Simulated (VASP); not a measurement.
# Co (Fd-3m) in VASP: further runs, part 2 of 2

VASP 6.6.1.

### 3 Relaxation of cell and atoms, PBE, collinear spin, ferromagnetic start

This run uses another cell than the first one, of 13.56 Å³/atom, 1.324 times its volume.

File INCAR:

```
ALGO     = Normal         # electronic algorithm
EDIFF    = 1E-6           # SCF threshold, eV
EDIFFG   = -0.005         # ionic threshold
ENCUT    = 600            # plane-wave cutoff, eV
GGA      = PE             # functional
IBRION   = 2              # ionic algorithm
ISIF     = 3              # what is computed and relaxed
ISMEAR   = -1             # smearing method
ISPIN    = 2              # spin polarisation
LASPH    = True           # aspherical terms in the spheres
LCHARG   = False          # write CHGCAR
LMAXMIX  = 4              # l up to which the mixer works
LORBIT   = 11             # projections on sites
LREAL    = False          # projectors in reciprocal space
LWAVE    = False          # write WAVECAR
MAGMOM   = 1.7 1.7        # initial moments
NELM     = 150            # most SCF steps
NSW      = 60             # ionic steps
PREC     = Accurate       # precision mode
SIGMA    = 0.05           # smearing width, eV
```

File KPOINTS:

```
k-points
0
Gamma
  15 15 15
```

File POSCAR:

```
Co
1.0
    0.0000000000      2.3843307913      2.3843307913
    2.3843307913      0.0000000000      2.3843307913
    2.3843307913      2.3843307913      0.0000000000
Co
2
Direct
   -0.1250000000     -0.1250000000     -0.1250000000
    0.1250000000      0.1250000000      0.1250000000
```

Potentials or basis: VASP PAW PBE potentials, release 64 (Co).

On the command line:

```console
$ cat potpaw_PBE.64/Co/POTCAR > POTCAR
$ mpirun -np 1 vasp_std > vasp.out
```

OUTCAR:

```text
EDIFF = 1E-6
   EDIFFG = -0.005
   ENCUT = 600
   GGA = PE
   IBRION = 2
   ISIF = 3
   ISMEAR = -1
   ISPIN = 2
   LASPH = True
   LORBIT = 11
   LREAL = False
   NELM = 150
   NSW = 60
   PREC = Accurate

 ion  position               nearest neighbor table
   1  0.875  0.875  0.875-   2 2.06   2 2.06   2 2.06   2 2.06
   2  0.125  0.125  0.125-   1 2.06   1 2.06   1 2.06   1 2.06

  LATTYP: Found a face centered cubic cell.
 ALAT       =     4.7686615826

  Lattice vectors:

 A1 = (   0.0000000000,   2.3843307913,   2.3843307913)
 A2 = (   2.3843307913,   0.0000000000,   2.3843307913)
 A3 = (   2.3843307913,   2.3843307913,   0.0000000000)

Analysis of symmetry for initial positions (statically):
=====================================================================
 Subroutine PRICEL returns:
 Original cell was already a primitive cell.

 Routine SETGRP: Setting up the symmetry group for a
 face centered cubic supercell.

 Subroutine GETGRP returns: Found 48 space group operations
 (whereof 12 operations were pure point group operations)
 out of a pool of 48 trial point group operations.

The static configuration has the point symmetry D_3d.
 The point group associated with its full space group is O_h .

Analysis of symmetry for dynamics (positions and initial velocities):
=====================================================================
 Subroutine PRICEL returns:
 Original cell was already a primitive cell.

 Routine SETGRP: Setting up the symmetry group for a
 face centered cubic supercell.

 Subroutine GETGRP returns: Found 48 space group operations
 (whereof 12 operations were pure point group operations)
 out of a pool of 48 trial point group operations.

The dynamic configuration has the point symmetry D_3d.
 The point group associated with its full space group is O_h .

Analysis of structural, dynamic, and magnetic symmetry:
=====================================================================
 Subroutine PRICEL returns:
 Original cell was already a primitive cell.

 Routine SETGRP: Setting up the symmetry group for a
 face centered cubic supercell.

 Subroutine GETGRP returns: Found 48 space group operations
 (whereof 12 operations were pure point group operations)
 out of a pool of 48 trial point group operations.

The overall configuration has the point symmetry D_3d.
 The point group associated with its full space group is O_h .

 Subroutine INISYM returns: Found 48 space group operations
 (whereof 12 operations are pure point group operations),
 and found     1 'primitive' translations

----------------------------------------------------------------------------------------

                                     Primitive cell

  volume of cell :      27.1100

  direct lattice vectors                    reciprocal lattice vectors
     0.000000000  2.384330791  2.384330791    -0.209702446  0.209702446  0.209702446
     2.384330791  0.000000000  2.384330791     0.209702446 -0.209702446  0.209702446
     2.384330791  2.384330791  0.000000000     0.209702446  0.209702446 -0.209702446

  length of vectors
     3.371952942  3.371952942  3.371952942     0.363215292  0.363215292  0.363215292

  position of ions in fractional coordinates (direct lattice)
     0.875000000  0.875000000  0.875000000
     0.125000000  0.125000000  0.125000000

[... 77 lines left out ...]
   LREAL  =      F    real-space projection
   EDIFFG = -.5E-02   stopping-criterion for IOM
   NSW    =     60    number of steps for IOM
   IBRION =      2    ionic relax: 0-MD 1-quasi-New 2-CG
   NFREE  =      1    steps in history (QN), initial steepest desc. (CG)
   ISIF   =      3    stress and relaxation
   ISYM   =      2    0-nonsym 1-usesym 2-fastsym
   POTIM  = 0.5000    time-step for ionic-motion
   TEBEG  =    0.0;   TEEND  =   0.0 temperature during run
   PSTRESS=    0.0 pullay stress
   NELECT =      18.0000    total number of electrons
   NUPDOWN=      -1.0000    fix difference up-down
   EMIN   =  10.00;   EMAX   =-10.00  energy-range for DOS
   EFERMI =   0.00;   METHOD = LEGACY
   ISMEAR =    -1;   SIGMA  =   0.05  broadening in eV -4-tet -1-fermi 0-gaus
   EFERMI_NEDOS =   21; number of points for ismear=-14 and -15
   IALGO  =     38    algorithm
   IMIX   =      4    mixing-type and parameters
     AMIX     =   0.40;   BMIX     =  1.00
     AMIX_MAG =   1.60;   BMIX_MAG =  1.00
  volume/ion in A,a.u.               =      13.56        91.47
  Fermi-wavevector in a.u.,A,eV,Ry     =   1.428200  2.698907 27.752572  2.039756
  Thomas-Fermi vector in A             =   2.548288
   LORBIT       =     11    0 simple, 1 ext, 2 COOP (PROOUT), +10 PAW based schemes
   GGA     = PE    functional components
   LHFCALC =     F    Hartree Fock is set to
   AEXX    =    0.0000 exact exchange contribution
   IVDW    =     0    specifies the selected vdW correction
   LEPSILON=     F    determine dielectric tensor
   LRPA    =     F    only Hartree local field effects (RPA)
 conjugate gradient relaxation of ions
 spin polarized calculation
  energy-cutoff  :      600.00
  volume of cell :       27.11
 maximum number of plane-waves:       926
   NGX = 13   NGY = 13   NGZ = 13

--------------------------------------- Ionic step        1  -------------------------------------------

 number of electron      18.0000005 magnetization       0.4278016

 Free energy of the ion-electron system (eV)
  ---------------------------------------------------
  ext. energy  EPLUGINS =         0.00000000
  ---------------------------------------------------
  free energy    TOTEN  =       -11.31747708 eV

  energy without entropy =      -11.28657623  energy(sigma->0) =      -11.30202666

------------------------ aborting loop because EDIFF is reached ----------------------------------------

  FORCE on cell =-STRESS in cart. coord.  units (eV):
  Direction    XX          YY          ZZ          XY          YZ          ZX
  --------------------------------------------------------------------------------------
  -------------------------------------------------------------------------------------
  Total        2.2869748      2.2869748      2.2869748     -0.0000000     -0.0000000      0.0000000
  in kB      135.1582164    135.1582164    135.1582164     -0.0000000     -0.0000000      0.0000000
  external PRESSURE =     135.1582164 kB  Pullay stress =       0.0000000 kB
[... 169 lines left out ...]
--------------------------------------- Ionic step        6  -------------------------------------------

 number of electron      17.9999989 magnetization      -0.0012138

 Free energy of the ion-electron system (eV)
  ---------------------------------------------------
  ext. energy  EPLUGINS =         0.00000000
  ---------------------------------------------------
  free energy    TOTEN  =       -11.40876641 eV

  energy without entropy =      -11.37175480  energy(sigma->0) =      -11.39026061

 E-fermi :   6.4209     XC(G=0): -11.3937

 val. band max:        6.4086881084   @ k =   0.2667   0.2000   0.0667
 cond. band min:       6.4232072590   @ k =  -0.2667   0.2667   0.0667
 fundamental gap:      0.0145191506
 Fermi energy:         6.4208614001

 spin component 1

 k-point     1 :       0.0000    0.0000    0.0000
  band No.  band energies     occupation
      1      -0.5010      1.00000
      2       3.3663      1.00000
      3       3.3663      1.00000
      4       3.5290      1.00000
      5       3.5290      1.00000
      6       3.5290      1.00000
      7       5.3568      1.00000
      8       5.3568      1.00000
      9       5.3568      1.00000
     10       6.6964      0.00403
     11       6.6964      0.00403
     12      19.7885      0.00000
     13      19.7885      0.00000
     14      19.7885      0.00000
[... 403 lines left out ...]
      4       3.5737      1.00000
      5       3.6691      1.00000
      6       4.0313      1.00000
      7       4.7604      1.00000
      8       5.5035      1.00000
      9       5.5331      1.00000
     10       6.4949      0.18544
     11       6.8101      0.00042
     12      15.1192      0.00000
     13      15.9011      0.00000
     14      17.9197      0.00000
     15      18.8578      0.00000

 [... further k-points ...]

 spin component 2

 k-point     1 :       0.0000    0.0000    0.0000
  band No.  band energies     occupation
      1      -0.5010      1.00000
      2       3.3658      1.00000
      3       3.3658      1.00000
      4       3.5284      1.00000
      5       3.5284      1.00000
      6       3.5284      1.00000
      7       5.3561      1.00000
      8       5.3561      1.00000
      9       5.3561      1.00000
     10       6.6958      0.00408
     11       6.6958      0.00408
     12      19.7883      0.00000
     13      19.7883      0.00000
     14      19.7883      0.00000
[... 444 lines left out ...]
  FREE ENERGIE OF THE ION-ELECTRON SYSTEM (eV)
  ---------------------------------------------------
  free  energy   TOTEN  =       -11.4087664120 eV

  energy  without entropy=      -11.3717548010  energy(sigma->0) =      -11.39026061

 reached required accuracy - stopping structural energy minimisation

 total charge

# of ion       s       p       d       tot
------------------------------------------
    1        0.557   0.412   7.373   8.341
    2        0.557   0.412   7.373   8.341
--------------------------------------------------
tot          1.113   0.824  14.745  16.683

 magnetization (x)

# of ion       s       p       d       tot
------------------------------------------
    1        0.000  -0.000  -0.001  -0.001
    2        0.000  -0.000  -0.001  -0.001
--------------------------------------------------
tot          0.000  -0.000  -0.001  -0.001
```

Run time: 39 min. Hardware: 1 thread of Intel Xeon 8259CL, shared host; peak memory 0.26 GiB.

Results:

| Quantity | Value |
| --- | --- |
| Free energy | -11.4088 eV |
| Relaxed volume | 14.75 Å³/atom |
| Relaxed cell | a = 3.469 Å, b = 3.469 Å, c = 3.469 Å, α = 60.00°, β = 60.00°, γ = 60.00° |
| Space group after relaxing (to 0.05 Å) | Fd-3m (No. 227) |
| Energy gained by relaxing | 45.6 meV/atom |
| Ionic steps | 6 |
| Pressure after relaxing | 0.0 GPa |
| Band gap on the k mesh | zero (filled and empty bands overlap) |
| Net moment | 0.00 μB per cell |
| Valence electrons inside the program's atomic spheres | Co 8.34 |

The path:
| step | energy change (eV) | largest force (eV/Å) | pressure (GPa) | volume (Å³) |
| --- | --- | --- | --- | --- |
| 1 | 0.0000 | 0.0000 | 13.52 | 27.11 |
| 2 | -0.0267 | 0.0000 | -8.26 | 31.85 |
| 3 | -0.0913 | 0.0000 | 0.13 | 29.51 |
| 4 | -0.0912 | 0.0000 | -0.24 | 29.56 |
| 5 | -0.0913 | 0.0000 | 0.17 | 29.48 |
| 6 | -0.0913 | 0.0000 | 0.01 | 29.51 |

Final structure:
```yaml
crystal:
  lattice:
    - [0.00000, 2.45268, 2.45268]
    - [2.45268, 0.00000, 2.45268]
    - [2.45268, 2.45268, 0.00000]
  atoms:
    - { symbol: Co, position: [0.87500, 0.87500, 0.87500] }
    - { symbol: Co, position: [0.12500, 0.12500, 0.12500] }
```

Caveat: the starting moments collapsed, and a magnetic state may lie lower.
